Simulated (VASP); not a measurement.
# WS2 (R3m) in VASP: further runs

The runs below take WS2 through single point, with PBE+D3(BJ).

Program: VASP 6.6.1. These are calculated values, not measurements. Logs are shortened: lines on timing, memory, paths and dates and some standing lists are left out, and cuts for length are marked.

## 1. The cell of the first run

Symmetry: R3m, No. 160, trigonal system. The conventional cell has a = 3.157 Å, b = 3.157 Å, c = 18.117 Å, α = 90.00°, β = 90.00°, γ = 120.00°. Within 3.2 Å of W (site symmetry 3m) lie 6 S at 2.41 Å and 6 W at 3.16 Å. S (site symmetry 3m) has 3 W at 2.41 Å and 7 S at 3.15 to 3.16 Å within 3.2 Å. S (site symmetry 3m) has 3 W at 2.41 Å and 7 S at 3.15 to 3.16 Å within 3.2 Å.

## 2. Single point, PBE+D3(BJ)

INCAR reads:

```
SYSTEM = WS2
  PREC = Accurate
  ENCUT = 520
  EDIFF = 1E-6
  ISMEAR = 0
  SIGMA = 0.02
  LREAL = .False.
  LASPH = .True.
  NELM = 100
  ALGO = Normal
  ISIF = 2
  LWAVE = .False.
  LCHARG = .False.
  GGA = PE
  IVDW = 12
  NBANDS = 20
```

KPOINTS reads:

```
Automatic mesh
0
Gamma
  12 12 12
  0 0 0
```

POSCAR reads:

```
WS2
1.0
    1.5785298730      0.9113646471      6.0389207714
   -1.5785298730      0.9113646471      6.0389207714
    0.0000000000     -1.8227292943      6.0389207714
W S
1 2
Direct
   -0.0006559535     -0.0006559535     -0.0006559535
    0.7527897860      0.7527897860      0.7527897860
    0.5791661675      0.5791661675      0.5791661675
```

Potentials or basis: VASP PAW PBE potentials, release 64 (W_sv, S).

Command:

```console
$ cat potpaw_PBE.64/W_sv/POTCAR potpaw_PBE.64/S/POTCAR > POTCAR
$ mpirun -np 1 vasp_std > vasp.out
```

OUTCAR:

```text
SYSTEM = WS2
   PREC = Accurate
   ENCUT = 520
   EDIFF = 1E-6
   ISMEAR = 0
   LREAL = .False.
   LASPH = .True.
   NELM = 100
   ISIF = 2
   GGA = PE
   IVDW = 12
 IVDW          = 12

 ion  position               nearest neighbor table
   1  0.999  0.999  0.999-   2 2.41   2 2.41   2 2.41   3 2.41   3 2.41   3 2.41
   2  0.753  0.753  0.753-   1 2.41   1 2.41   1 2.41
   3  0.579  0.579  0.579-   1 2.41   1 2.41   1 2.41

  LATTYP: Found a trigonal (rhomboedric) cell.
 ALAT       =     6.3080033420
 COS(alpha) =     0.8747574861

  Lattice vectors:

 A1 = (   1.5785298730,   0.9113646471,   6.0389207714)
 A2 = (  -1.5785298730,   0.9113646471,   6.0389207714)
 A3 = (   0.0000000000,  -1.8227292943,   6.0389207714)

Analysis of symmetry for initial positions (statically):
=====================================================================
 Subroutine PRICEL returns:
 Original cell was already a primitive cell.

 Routine SETGRP: Setting up the symmetry group for a
 trigonal (rhombohedral) supercell.

 Subroutine GETGRP returns: Found  6 space group operations
 (whereof  6 operations were pure point group operations)
 out of a pool of 12 trial point group operations.

The static configuration has the point symmetry C_3v.

Analysis of symmetry for dynamics (positions and initial velocities):
=====================================================================
 Subroutine PRICEL returns:
 Original cell was already a primitive cell.

 Routine SETGRP: Setting up the symmetry group for a
 trigonal (rhombohedral) supercell.

 Subroutine GETGRP returns: Found  6 space group operations
 (whereof  6 operations were pure point group operations)
 out of a pool of 12 trial point group operations.

The dynamic configuration has the point symmetry C_3v.

 Subroutine INISYM returns: Found  6 space group operations
 (whereof  6 operations are pure point group operations),
 and found     1 'primitive' translations

----------------------------------------------------------------------------------------

                                     Primitive cell

  volume of cell :      52.1261

  direct lattice vectors                    reciprocal lattice vectors
     1.578529873  0.911364647  6.038920771     0.316750420  0.182875940  0.055197501
    -1.578529873  0.911364647  6.038920771    -0.316750420  0.182875940  0.055197501
     0.000000000 -1.822729294  6.038920771     0.000000000 -0.365751880  0.055197501
[... 84 lines left out ...]
   ENCUT  =  520.0 eV  38.22 Ry    6.18 a.u.  11.73 11.73 11.73*2*pi/ulx,y,z
   NELM   =    100;   NELMIN=  2; NELMDL= -5     # of ELM steps
   EDIFF  = 0.1E-05   stopping-criterion for ELM
   LREAL  =      F    real-space projection
   EDIFFG = 0.1E-04   stopping-criterion for IOM
   NSW    =      0    number of steps for IOM
   IBRION =     -1    ionic relax: 0-MD 1-quasi-New 2-CG
   NFREE  =      0    steps in history (QN), initial steepest desc. (CG)
   ISIF   =      2    stress and relaxation
   ISYM   =      2    0-nonsym 1-usesym 2-fastsym
   POTIM  = 0.5000    time-step for ionic-motion
   TEBEG  =    0.0;   TEEND  =   0.0 temperature during run
   PSTRESS=    0.0 pullay stress
   NELECT =      26.0000    total number of electrons
   NUPDOWN=      -1.0000    fix difference up-down
   EMIN   =  10.00;   EMAX   =-10.00  energy-range for DOS
   EFERMI =   0.00;   METHOD = LEGACY
   ISMEAR =     0;   SIGMA  =   0.02  broadening in eV -4-tet -1-fermi 0-gaus
   EFERMI_NEDOS =   21; number of points for ismear=-14 and -15
   IALGO  =     38    algorithm
   IMIX   =      4    mixing-type and parameters
     AMIX     =   0.40;   BMIX     =  1.00
     AMIX_MAG =   1.60;   BMIX_MAG =  1.00
  volume/ion in A,a.u.               =      17.38       117.25
  Fermi-wavevector in a.u.,A,eV,Ry     =   1.298317  2.453463 22.934350  1.685627
  Thomas-Fermi vector in A             =   2.429653
   LORBIT       =      0    0 simple, 1 ext, 2 COOP (PROOUT), +10 PAW based schemes
   GGA     = PE    functional components
   LHFCALC =     F    Hartree Fock is set to
   AEXX    =    0.0000 exact exchange contribution
   IVDW    =    12    specifies the selected vdW correction
   LEPSILON=     F    determine dielectric tensor
   LRPA    =     F    only Hartree local field effects (RPA)
 non-spin polarized calculation
 Gauss-broadening in eV      SIGMA  =   0.02
  energy-cutoff  :      520.00
  volume of cell :       52.13
 maximum number of plane-waves:      1421
   NGX = 23   NGY = 23   NGZ = 23

 number of electron      25.9999999 magnetization

 Free energy of the ion-electron system (eV)
  ---------------------------------------------------
  ext. energy  EPLUGINS =         0.00000000
  ---------------------------------------------------
  free energy    TOTEN  =       -23.58800047 eV

  energy without entropy =      -23.58800047  energy(sigma->0) =      -23.58800047

 E-fermi :   7.9602     XC(G=0): -11.1023

 val. band max:        7.8298893727   @ k =   0.5000   0.5000   0.5000
 cond. band min:       8.7619291502   @ k =  -0.1667   0.1667   0.0000
 fundamental gap:      0.9320397775
 Fermi energy:         7.9602048395

 k-point     1 :       0.0000    0.0000    0.0000
  band No.  band energies     occupation
      1     -66.8743      2.00000
      2     -31.1328      2.00000
      3     -30.9547      2.00000
      4     -30.9547      2.00000
      5      -7.9177      2.00000
      6      -5.8597      2.00000
[... 541 lines left out ...]
     19      15.9486      0.00000
     20      16.0793      0.00000

 [... further k-points ...]

------------------------ aborting loop because EDIFF is reached ----------------------------------------

 Edisp (eV)   -1.31058

 E8    (eV) :    -0.5509

  FORCE on cell =-STRESS in cart. coord.  units (eV):
  Direction    XX          YY          ZZ          XY          YZ          ZX
  --------------------------------------------------------------------------------------
  -------------------------------------------------------------------------------------
  Total      -0.00119    -0.00119    -0.00759    -0.00000     0.00000     0.00000
  in kB      -0.03644    -0.03644    -0.23326    -0.00000     0.00000     0.00000
  external pressure =       -0.10 kB  Pullay stress =        0.00 kB

 VOLUME and BASIS-vectors are now :
 -----------------------------------------------------------------------------
  energy-cutoff  :      520.00
  volume of cell :       52.13
      direct lattice vectors                 reciprocal lattice vectors
     1.578529873  0.911364647  6.038920771     0.316750420  0.182875940  0.055197501
    -1.578529873  0.911364647  6.038920771    -0.316750420  0.182875940  0.055197501
     0.000000000 -1.822729294  6.038920771     0.000000000 -0.365751880  0.055197501

 POSITION                                       TOTAL-FORCE (eV/Angst)
 -----------------------------------------------------------------------------------
      0.00000     -0.00000     18.10488         0.000000     -0.000000      0.001114
      0.00000     -0.00000     13.63811         0.000000     -0.000000      0.000282
      0.00000     -0.00000     10.49262         0.000000      0.000000     -0.001396
 -----------------------------------------------------------------------------------
    total drift:                                0.000000     -0.000000     -0.000179

  FREE ENERGIE OF THE ION-ELECTRON SYSTEM (eV)
  ---------------------------------------------------
  free  energy   TOTEN  =       -24.8985757184 eV

  energy  without entropy=      -24.8985757184  energy(sigma->0) =      -24.89857572
```

OSZICAR:

```text
N       E                     dE             d eps       ncg     rms          rms(c)
DAV:   1     0.199578004096E+03    0.19958E+03   -0.13093E+04  7560   0.130E+03
DAV:   2    -0.143977309055E+02   -0.21398E+03   -0.20676E+03  8832   0.344E+02
DAV:   3    -0.247736405560E+02   -0.10376E+02   -0.10254E+02  9384   0.708E+01
DAV:   4    -0.249244327416E+02   -0.15079E+00   -0.15067E+00  9096   0.921E+00
DAV:   5    -0.249269422295E+02   -0.25095E-02   -0.25094E-02  9480   0.125E+00    0.270E+01
DAV:   6    -0.237720325295E+02    0.11549E+01   -0.61833E+00  8340   0.169E+01    0.112E+01
DAV:   7    -0.236385993295E+02    0.13343E+00   -0.14279E+00  7940   0.676E+00    0.569E+00
DAV:   8    -0.235890567455E+02    0.49543E-01   -0.26919E-01  8764   0.350E+00    0.136E+00
DAV:   9    -0.235883261607E+02    0.73058E-03   -0.11641E-02  9464   0.753E-01    0.580E-01
DAV:  10    -0.235880283433E+02    0.29782E-03   -0.46009E-03  8740   0.469E-01    0.657E-02
DAV:  11    -0.235879864489E+02    0.41894E-04   -0.64103E-04  8440   0.167E-01    0.621E-02
DAV:  12    -0.235879970124E+02   -0.10564E-04   -0.79808E-05  8732   0.678E-02    0.136E-02
DAV:  13    -0.235880007027E+02   -0.36903E-05   -0.12966E-05  8664   0.263E-02    0.692E-03
DAV:  14    -0.235880004742E+02    0.22850E-06   -0.87079E-07  5664   0.609E-03
   1 F= -.24898576E+02 E0= -.24898576E+02  d E =-.238127E-23
```

stdout:

```text
POSCAR found type information on POSCAR W S
 POSCAR found :  2 types and       3 ions
 scaLAPACK will be used
 LDA part: xc-table for (Slater+PW92), standard interpolation
 POSCAR, INCAR and KPOINTS ok, starting setup
 FFT: planning ... GRIDC
 FFT: planning ... GRID_SOFT
 FFT: planning ... GRID
 WAVECAR not read
 entering main loop
```

It took 10 min on 1 thread of Intel Xeon Platinum 8259CL at 2.50GHz (Skylake/Cascade Lake), shared host; peak memory 0.43 GiB.

Results:

```
Free energy                : -24.8986 eV
Pressure                   : 0.0 GPa
Band gap on the k mesh     : 0.93 eV, indirect (least direct gap 1.92 eV)
Dispersion energy per atom : -0.437 eV
```

Caveat: spin-orbit coupling is left out, which moves the levels of the heavy elements. A k mesh can miss the band edges.

## 3. Single point, PBE+D3(BJ)

This run uses another cell than the first one, of 17.42 Å³/atom, 1.002 times its volume.

INCAR reads:

```
PREC = Accurate
ENCUT = 520
EDIFF = 1E-6
ISMEAR = 0
SIGMA = 0.1
LREAL = False
LASPH = True
NELM = 100
ALGO = Normal
ISIF = 2
LWAVE = False
LCHARG = False
GGA = PE
IVDW = 12
NBANDS = 20
```

KPOINTS reads:

```
regular mesh
0
Gamma
  9 9 9
```

POSCAR reads:

```
WS2
1.0
    1.5785185901      0.9113581329      6.0539924733
   -1.5785185901      0.9113581329      6.0539924733
    0.0000000000     -1.8227162658      6.0539924733
W S
1 2
Direct
   -0.0006376611     -0.0006376611     -0.0006376611
    0.7526601179      0.7526601179      0.7526601179
    0.5792775432      0.5792775432      0.5792775432
```

Potentials or basis: VASP PAW PBE potentials, release 64 (W_sv, S).

Command:

```console
$ cat potpaw_PBE.64/W_sv/POTCAR potpaw_PBE.64/S/POTCAR > POTCAR
$ mpirun -np 1 vasp_std > vasp.out
```

Wall time 3.9 min (1 thread of Intel Xeon Platinum 8259CL at 2.50GHz (Skylake/Cascade Lake), shared host); peak memory 0.36 GiB.

Results (log left out):

```
Free energy                : -24.8984 eV
Pressure                   : -0.2 GPa
Largest force              : 0.035 eV/Å
Band gap on the k mesh     : 1.07 eV, indirect (least direct gap 1.92 eV)
Dispersion energy per atom : -0.436 eV
```

Forces in eV/Å, atoms in the order of the input:
```
W    0.000  0.000 -0.016
S    0.000  0.000 -0.019
S    0.000  0.000  0.035
```

Stress tensor (GPa, compression positive):
```
-0.13  0.00  0.00
 0.00 -0.13  0.00
 0.00  0.00 -0.41
```

Levels at points of the mesh, in eV from the valence-band top:
```tsv
k point	band 9	band 10	band 11	band 12	band 13	band 14	band 15	band 16	band 17	band 18
(0.00, 0.00, 0.00)	-3.50	-2.29	-2.29	-1.42	-1.31	2.16	2.16	2.47	2.47	4.72
```

Caveat: spin-orbit coupling is left out, which moves the levels of the heavy elements. A k mesh can miss the band edges.
